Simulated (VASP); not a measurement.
## KCl: single point with HSE06

KCl:

```
K Cl
1.0
     0.00000    3.50728    3.50728
     3.50728    0.00000    3.50728
     3.50728    3.50728    0.00000
K Cl
1 1
Direct
  0.00000 0.00000 0.00000
  0.25000 0.25000 0.25000
```

```yaml
Program: VASP 6.6.1
Task: single point
Functional: HSE06
Potentials_or_basis: VASP PAW PBE potentials, release 64 (K_sv, Cl)
Cutoff: 400 eV
k_mesh: 2 × 2 × 2
Occupations: gaussian, width 0.01 eV
Spin: no spin polarisation
Dipole_correction: no
Grid_for_exact_exchange_PRECFOCK: Normal
Further_INCAR_settings: ALGO = Normal; EDIFF = 1e-06; NBANDS = 15
Screening_parameter: 0.2079 1/Å
```

```json
{
 "Pressure": "0.2 GPa",
 "Band gap on the k mesh": "6.03 eV, indirect (least direct gap 6.06 eV)"
}
```

Levels at points of the mesh, in eV from the valence-band top:
```tsv
k point	band 4	band 5	band 6	band 7	band 8	band 9	band 10	band 11	band 12	band 13
(0.00, 0.00, 0.00)	-11.46	-11.46	-0.04	-0.04	-0.04	6.03	10.99	10.99	11.97	11.97
(0.50, 0.00, 0.00)	-11.47	-11.28	-0.34	-0.01	-0.01	8.55	8.75	10.44	10.44	12.14
(0.50, 0.50, 0.00)	-11.49	-11.20	-0.40	0.00	0.00	7.94	9.04	11.38	11.92	11.92
```

Wall time 80 s on 1 thread of Intel Xeon 8259CL, with other jobs on the host, peak memory 0.28 GiB.

Caveat: the k points lie up to 0.78 Å⁻¹ apart; the PAW data sets were made with another functional, which shifts forces and pressure a little. A k mesh can miss the band edges.
